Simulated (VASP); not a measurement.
# CoPdO2 (R-3m) in VASP: a series of runs, part 2 of 2

VASP 6.6.1.

### Step 3. Single point, r2SCAN+U, collinear spin, ferrimagnetic start

The input, POSCAR:

```
CoPdO2
1.0
    1.4224998100      0.8212806500      5.9600012600
   -1.4224998100      0.8212806500      5.9600012600
    0.0000000000     -1.6425613000      5.9600012600
Co Pd O
1 1 2
Direct
    0.5000000000      0.5000000000      0.5000000000
    0.0000000000      0.0000000000      0.0000000000
    0.1121500000      0.1121500000      0.1121500000
    0.8878500000      0.8878500000      0.8878500000
```

The input, INCAR.step1:

```
SYSTEM = CoPdO2
PREC = Accurate ; ENCUT = 520
ISMEAR = 0 ; SIGMA = 0.05
LREAL = .FALSE. ; LASPH = .TRUE.
NELM = 150 ; ISPIN = 2
MAGMOM = 2.24 0.24 -0.14 -0.14 ; LMAXMIX = 4
LDAU = .TRUE. ; LDAUTYPE = 1
LDAUL = 2 2 -1 ; LDAUU = 4 4 0
LDAUJ = 0.9 0.9 0 ; NBANDS = 28
GGA = PE ; ALGO = Normal
EDIFF = 1E-4 ; LWAVE = .TRUE.
LCHARG = .FALSE.
```

The input, INCAR.step2:

```
SYSTEM = CoPdO2
PREC = Accurate ; ENCUT = 520
EDIFF = 1E-6 ; ISMEAR = 0
SIGMA = 0.05 ; LREAL = .FALSE.
LASPH = .TRUE. ; NELM = 150
ALGO = Normal ; ISIF = 2
LWAVE = .FALSE. ; LCHARG = .TRUE.
ISPIN = 2 ; MAGMOM = 2.24 0.24 -0.14 -0.14
LORBIT = 11 ; LMAXMIX = 4
LDAU = .TRUE. ; LDAUTYPE = 1
LDAUL = 2 2 -1 ; LDAUU = 4 4 0
LDAUJ = 0.9 0.9 0 ; LDAUPRINT = 1
METAGGA = R2SCAN ; LMIXTAU = .TRUE.
LELF = .TRUE. ; LVHAR = .TRUE.
NBANDS = 28 ; ISTART = 1
```

The input, KPOINTS:

```
Automatic mesh
0
G
  8 8 8
  0 0 0
```

Potentials or basis: VASP PAW PBE potentials, release 64 (Co, Pd, O).

On the command line:

```sh
$ cat potpaw_PBE.64/Co/POTCAR potpaw_PBE.64/Pd/POTCAR potpaw_PBE.64/O/POTCAR > POTCAR
$ cp INCAR.step1 INCAR
$ mpirun -np 1 vasp_std > vasp.out
$ cp INCAR.step2 INCAR
$ mpirun -np 1 vasp_std > vasp.out
```

OUTCAR:

```text
SYSTEM = CoPdO2
   PREC = Accurate
   ENCUT = 520
   EDIFF = 1E-6
   ISMEAR = 0
   LREAL = .FALSE.
   LASPH = .TRUE.
   NELM = 150
   ISIF = 2
   ISPIN = 2
   LORBIT = 11
   METAGGA = R2SCAN
   ISTART = 1

 ion  position               nearest neighbor table
   1  0.500  0.500  0.500-   3 1.91   3 1.91   4 1.91   4 1.91   3 1.91   4 1.91
   2  0.000  0.000  0.000-   3 2.01   4 2.01
   3  0.112  0.112  0.112-   1 1.91   1 1.91   1 1.91   2 2.01
   4  0.888  0.888  0.888-   1 1.91   1 1.91   1 1.91   2 2.01

  LATTYP: Found a trigonal (rhomboedric) cell.
 ALAT       =     6.1822020862
 COS(alpha) =     0.8941116852

  Lattice vectors:

 A1 = (   1.4224998100,   0.8212806500,   5.9600012600)
 A2 = (  -1.4224998100,   0.8212806500,   5.9600012600)
 A3 = (   0.0000000000,  -1.6425613000,   5.9600012600)

Analysis of symmetry for initial positions (statically):
=====================================================================
 Subroutine PRICEL returns:
 Original cell was already a primitive cell.

 Routine SETGRP: Setting up the symmetry group for a
 trigonal (rhombohedral) supercell.

 Subroutine GETGRP returns: Found 12 space group operations
 (whereof 12 operations were pure point group operations)
 out of a pool of 12 trial point group operations.

The static configuration has the point symmetry D_3d.

Analysis of symmetry for dynamics (positions and initial velocities):
=====================================================================
 Subroutine PRICEL returns:
 Original cell was already a primitive cell.

 Routine SETGRP: Setting up the symmetry group for a
 trigonal (rhombohedral) supercell.

 Subroutine GETGRP returns: Found 12 space group operations
 (whereof 12 operations were pure point group operations)
 out of a pool of 12 trial point group operations.

The dynamic configuration has the point symmetry D_3d.

Analysis of structural, dynamic, and magnetic symmetry:
=====================================================================
 Subroutine PRICEL returns:
 Original cell was already a primitive cell.

 Routine SETGRP: Setting up the symmetry group for a
 trigonal (rhombohedral) supercell.

 Subroutine GETGRP returns: Found 12 space group operations
 (whereof 12 operations were pure point group operations)
 out of a pool of 12 trial point group operations.

The overall configuration has the point symmetry D_3d.

 Subroutine INISYM returns: Found 12 space group operations
 (whereof 12 operations are pure point group operations),
 and found     1 'primitive' translations

----------------------------------------------------------------------------------------

                                     Primitive cell

  volume of cell :      41.7774

[... 166 lines left out ...]
  o =  0.9836  v =  0.0000  0.0000  1.0000 -0.0000  0.0000  0.0000  0.0000  0.0000  0.0000  0.0000      0.0000  0.0000  0.0000  0.0000  0.0000  0.0000  0.0000  0.0000  0.0000  0.0000

atom =   2  type =  2  l = 2

 onsite density matrix

spin component  1

  0.9264  0.0000 -0.0000 -0.0034 -0.0000
  0.0000  0.9350 -0.0000 -0.0000 -0.0034
 -0.0000 -0.0000  0.7857 -0.0000  0.0000
 -0.0034 -0.0000 -0.0000  0.9350  0.0000
 -0.0000 -0.0034  0.0000  0.0000  0.9264

spin component  2

  0.8989  0.0000 -0.0000 -0.0015 -0.0000
  0.0000  0.9727 -0.0000 -0.0000 -0.0015
 -0.0000 -0.0000  0.4891  0.0000  0.0000
 -0.0015 -0.0000  0.0000  0.9727  0.0000
 -0.0000 -0.0015  0.0000  0.0000  0.8989

 occupancies and eigenvectors

  o =  0.4891  v =  0.0000  0.0000  0.0000  0.0000  0.0000  0.0000 -0.0000  1.0000  0.0000 -0.0000      0.0000  0.0000  0.0000  0.0000  0.0000  0.0000  0.0000  0.0000  0.0000  0.0000
  o =  0.7857  v =  0.0000 -0.0000  1.0000  0.0000 -0.0000  0.0000  0.0000  0.0000  0.0000  0.0000      0.0000  0.0000  0.0000  0.0000  0.0000  0.0000  0.0000  0.0000  0.0000  0.0000
  o =  0.8989  v =  0.0000  0.0000  0.0000  0.0000  0.0000  0.9998  0.0000  0.0000  0.0207  0.0000      0.0000  0.0000  0.0000  0.0000  0.0000  0.0000  0.0000  0.0000  0.0000  0.0000
  o =  0.8989  v =  0.0000  0.0000  0.0000  0.0000  0.0000 -0.0000  0.0207  0.0000 -0.0000  0.9998      0.0000  0.0000  0.0000  0.0000  0.0000  0.0000  0.0000  0.0000  0.0000  0.0000
  o =  0.9252  v =  0.9449  0.0000  0.0000  0.3275  0.0000  0.0000  0.0000  0.0000  0.0000  0.0000      0.0000  0.0000  0.0000  0.0000  0.0000  0.0000  0.0000  0.0000  0.0000  0.0000
  o =  0.9252  v =  0.0000 -0.3275 -0.0000  0.0000 -0.9449  0.0000  0.0000  0.0000  0.0000  0.0000      0.0000  0.0000  0.0000  0.0000  0.0000  0.0000  0.0000  0.0000  0.0000  0.0000
  o =  0.9362  v = -0.3275 -0.0000  0.0000  0.9449  0.0000  0.0000  0.0000  0.0000  0.0000  0.0000      0.0000  0.0000  0.0000  0.0000  0.0000  0.0000  0.0000  0.0000  0.0000  0.0000
  o =  0.9362  v = -0.0000  0.9449 -0.0000  0.0000 -0.3275  0.0000  0.0000  0.0000  0.0000  0.0000      0.0000  0.0000  0.0000  0.0000  0.0000  0.0000  0.0000  0.0000  0.0000  0.0000
  o =  0.9728  v =  0.0000  0.0000  0.0000  0.0000  0.0000 -0.0207  0.0000 -0.0000  0.9998 -0.0000      0.0000  0.0000  0.0000  0.0000  0.0000  0.0000  0.0000  0.0000  0.0000  0.0000
  o =  0.9728  v =  0.0000  0.0000  0.0000  0.0000  0.0000 -0.0000 -0.9998  0.0000  0.0000  0.0207      0.0000  0.0000  0.0000  0.0000  0.0000  0.0000  0.0000  0.0000  0.0000  0.0000

 number of electron      31.0000000 magnetization       2.2879504

 Free energy of the ion-electron system (eV)
  ---------------------------------------------------
  ext. energy  EPLUGINS =         0.00000000
  ---------------------------------------------------
  free energy    TOTEN  =       -48.72343077 eV

  energy without entropy =      -48.72106896  energy(sigma->0) =      -48.72224986

 E-fermi :   7.1123     XC(G=0): -13.1303

 val. band max:        7.0891879084   @ k =   0.3750   0.3750   0.2500
 cond. band min:       7.1175181754   @ k =   0.3750   0.1250  -0.0000
 fundamental gap:      0.0283302670
 Fermi energy:         7.1122896186

 spin component 1

 k-point     1 :       0.0000    0.0000    0.0000
  band No.  band energies     occupation
      1     -14.3299      1.00000
      2     -12.4200      1.00000
      3      -2.1339      1.00000
      4      -0.3107      1.00000
      5      -0.3107      1.00000
      6       1.4098      1.00000
[... 1433 lines left out ...]
     26      26.5496      0.00000
     27      27.9283      0.00000

 [... further k-points ...]

 [bands above 27 left out]

------------------------ aborting loop because EDIFF is reached ----------------------------------------

  FORCE on cell =-STRESS in cart. coord.  units (eV):
  Direction    XX          YY          ZZ          XY          YZ          ZX
  --------------------------------------------------------------------------------------
  -------------------------------------------------------------------------------------
  Total        4.0961012      4.0961012      1.1503268      0.0000000      0.0000000     -0.0000000
  in kB      157.0868564    157.0868571     44.1154185      0.0000000      0.0000000     -0.0000000
  external PRESSURE =     119.4297106 kB  Pullay stress =       0.0000000 kB

 VOLUME and BASIS-vectors are now :
 -----------------------------------------------------------------------------
  energy-cutoff  :      520.00
  volume of cell :       41.78
      direct lattice vectors                 reciprocal lattice vectors
     1.422499810  0.821280650  5.960001260     0.351493896  0.202935095  0.055928400
    -1.422499810  0.821280650  5.960001260    -0.351493896  0.202935095  0.055928400
     0.000000000 -1.642561300  5.960001260     0.000000000 -0.405870190  0.055928400

 POSITION                                       TOTAL-FORCE (eV/Angst)
 -----------------------------------------------------------------------------------
      0.00000      0.00000      8.94000         0.000000      0.000000      0.000000
      0.00000      0.00000      0.00000         0.000000     -0.000000     -0.000000
      0.00000      0.00000      2.00524         0.000000      0.000000     -1.278194
      0.00000      0.00000     15.87476         0.000000      0.000000      1.278194
 -----------------------------------------------------------------------------------
    total drift:                               -0.000000     -0.000000      0.000000

  FREE ENERGIE OF THE ION-ELECTRON SYSTEM (eV)
  ---------------------------------------------------
  free  energy   TOTEN  =       -48.7234307665 eV

  energy  without entropy=      -48.7210689567  energy(sigma->0) =      -48.72224986

 total charge

# of ion       s       p       d       tot
------------------------------------------
    1        0.440   0.689   7.176   8.305
    2        0.448   0.422   8.694   9.563
    3        1.577   3.488   0.000   5.065
    4        1.577   3.488   0.000   5.065
--------------------------------------------------
tot          4.042   8.087  15.870  27.999

 magnetization (x)

# of ion       s       p       d       tot
------------------------------------------
    1        0.029   0.036   2.186   2.251
    2        0.027   0.018   0.276   0.321
    3        0.013  -0.135   0.000  -0.122
    4        0.013  -0.135   0.000  -0.122
--------------------------------------------------
tot          0.082  -0.216   2.462   2.327
```

Run time: 33 min. Hardware: 1 thread of Intel Xeon Platinum 8488C (Sapphire Rapids), shared host; peak memory 0.54 GiB.

What came out:

```yaml
Free_energy: -48.7234 eV
Pressure: 11.9 GPa
Largest_force: 1.278 eV/Å
Net_moment: 2.29 μB per cell
Site_moments: Co +2.25; Pd +0.32; O -0.12 μB
Valence_electrons_inside_the_program's_atomic_spheres: Co 8.30; Pd 9.56; O 5.07
```

Forces in eV/Å, atoms in the order of the input:
```
Co   0.000  0.000  0.000
Pd   0.000  0.000  0.000
O    0.000  0.000 -1.278
O    0.000  0.000  1.278
```

Stress tensor (GPa, compression positive):
```
15.71  0.00  0.00
 0.00 15.71  0.00
 0.00  0.00  4.41
```

Levels at points of the mesh, in eV from the Fermi level:
Spin up:
```csv
k point,band 13,band 14,band 15,band 16,band 17,band 18,band 19,band 20,band 21,band 22
"(0.00, 0.00, 0.00)",-2.57,-2.57,-2.17,-2.17,0.91,0.91,3.17,7.37,9.90,13.13
"(0.50, 0.00, 0.00)",-2.57,-1.77,-0.92,-0.50,0.40,0.46,4.38,9.03,11.34,13.73
"(0.50, 0.50, 0.00)",-2.81,-2.78,-1.53,-0.92,0.94,1.27,4.48,9.78,10.61,13.47
"(0.50, 0.50, 0.50)",-3.14,-3.14,-0.95,-0.95,0.47,0.47,4.53,6.08,10.04,13.23
```
Spin down:
```
           k point  band 10  band 11  band 12  band 13  band 14  band 15  band 16  band 17  band 18  band 19
(0.00, 0.00, 0.00)    -2.77    -2.77    -2.54    -2.54    -2.27    -2.27     2.41     4.29     4.46     4.46
(0.50, 0.00, 0.00)    -2.77    -2.33    -2.05    -1.48    -0.55     1.85     2.57     3.91     4.15     4.61
(0.50, 0.50, 0.00)    -3.94    -2.84    -1.91    -1.20    -0.55     1.49     2.76     4.06     4.37     4.51
(0.50, 0.50, 0.50)    -3.21    -3.21    -2.79    -2.79    -1.29    -1.29     2.98     4.32     4.32     5.30
```

Eigenvalues of the final occupation matrices:
```
    site  spin  trace               eigenvalues
site 1 d     1   4.70  0.89 0.89 0.97 0.97 0.98
site 1 d     2   2.51  0.05 0.25 0.25 0.98 0.98
site 2 d     1   4.51  0.79 0.93 0.93 0.94 0.94
site 2 d     2   4.23  0.49 0.90 0.90 0.97 0.97
```

Caveat: the PAW data sets were made with another functional, which shifts forces and pressure a little; a cell with one magnetic atom can't hold antiferromagnetic order, which such compounds often take.
